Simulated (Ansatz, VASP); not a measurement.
**MgO in VASP and in Ansatz**

File POSCAR:

```
MgO
1.0
    0.0000000000      2.1271906151      2.1271906151
    2.1271906151      0.0000000000      2.1271906151
    2.1271906151      2.1271906151      0.0000000000
Mg O
1 1
Direct
    0.0000000000      0.0000000000      0.0000000000
    0.5000000004      0.5000000004      0.5000000004
```

File INCAR.step1:

```
PREC = Accurate
ENCUT = 520
ISMEAR = -1
SIGMA = 0.01
LREAL = False
LASPH = True
NELM = 60
NBANDS = 11
GGA = PE
ALGO = Normal
EDIFF = 1E-4
LWAVE = True
LCHARG = False
```

The input INCAR.step2:

```
PREC = Accurate
ENCUT = 520
EDIFF = 1E-7
ISMEAR = -1
SIGMA = 0.01
LREAL = False
LASPH = True
NELM = 60
ALGO = Normal
ISIF = 2
LWAVE = False
LCHARG = False
METAGGA = R2SCAN
LMIXTAU = True
NBANDS = 11
ISTART = 1
```

KPOINTS

```
Automatic mesh
0
Gamma
  11 11 11
```

Input for Ansatz:

```yaml
crystal:
  lattice:
    - [0.0, 2.1271906151, 2.1271906151]
    - [2.1271906151, 0.0, 2.1271906151]
    - [2.1271906151, 2.1271906151, 0.0]
  atoms:
    - { symbol: Mg, position: [0.0, 0.0, 0.0] }
    - { symbol: O, position: [0.5000000004, 0.5000000004, 0.5000000004] }
basis:
  ecutwfc: 500.0
  ecutrho_ratio: 4
  xc_grid: 2
  precision: f64
hamiltonian:
  xc: r2scan
  pseudopotentials: { kind: paw, azcp: { folder: soft_1 } }
scf:
  max_iter: 60
  self_checks: high
  occupations: { method: fermi_dirac, width: 0.01 }
kpoints:
  mp_grid: { grid: [11, 11, 11] }
  band_path: { path: [VBM, CBM], npoints: 1 }
checkpoint:
  write: "../edges.r2scan.run"
  compress: false
  write_wavefunctions: true
  write_every: 100000
```

Alike in both runs: task single point; functional r2SCAN; k mesh 11 × 11 × 11; occupations fermi-dirac, width 0.01 eV; no spin polarisation.

|  | VASP | Ansatz |
| --- | --- | --- |
| version | VASP 6.6.1 | Ansatz 0.2.0 |
| potentials or method | VASP PAW PBE potentials, release 64 (Mg, O), cutoff 520 eV | plane-wave PAW DFT |
| valence electrons in the cell | 8 | 16 |

Ansatz gave:

* gap on the k mesh at the Fermi level (eV): 5.35

Q: Which values does VASP return?

A: gap on the k mesh at the Fermi level (eV): 5.31.

VASP's potentials were made for PBE, not for r2SCAN. The functional is the same, so the differences come from potentials, cutoffs and numerics. VASP's potentials hold 8 valence electrons a cell and Ansatz's 16, so a difference there can come from the potentials and not from the codes.
